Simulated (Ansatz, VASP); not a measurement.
# InSb in VASP and in Ansatz

```
In Sb
1.0
     3.22501    0.00000    0.00000
     0.00000    3.22501    0.00000
     0.00000    0.00000    6.08882
In Sb
1 1
Direct
  0.00000 0.00000 0.00000
  0.00000 0.00000 0.50000
```

Alike in both runs: task single point; functional LDA; k mesh 16 × 16 × 8; occupations gaussian, width 0.15 eV; no spin polarisation.

```csv
,VASP,Ansatz
version,VASP 6.6.1,Ansatz 0.2.0
potentials or method,"VASP PAW LDA potentials, release 64 (In_d, Sb), cutoff 520 eV","scalar-relativistic, plane waves, PAW"
valence electrons in the cell,18,28
```

|  | VASP | Ansatz | Ansatz less VASP |
| --- | --- | --- | --- |
| gap on the k mesh at the Fermi level (eV) | none | none | - |
| pressure (GPa) | -5.5 | -5.5 | +0.02 |
| traceless stress, the component that is largest in VASP (GPa) | 3.02 | 2.99 | -0.021 |

Ansatz warns that its potentials were made for another functional, while VASP's fit it. LDA's correlation is that of Perdew and Zunger in VASP and of Perdew and Wang (1992) in Ansatz. A gap of «none» marks a metal or a gap that the smearing closes. VASP's potentials hold 18 valence electrons a cell and Ansatz's 28, so a difference there can come from the potentials and not from the codes.

Spin-orbit coupling is off throughout.
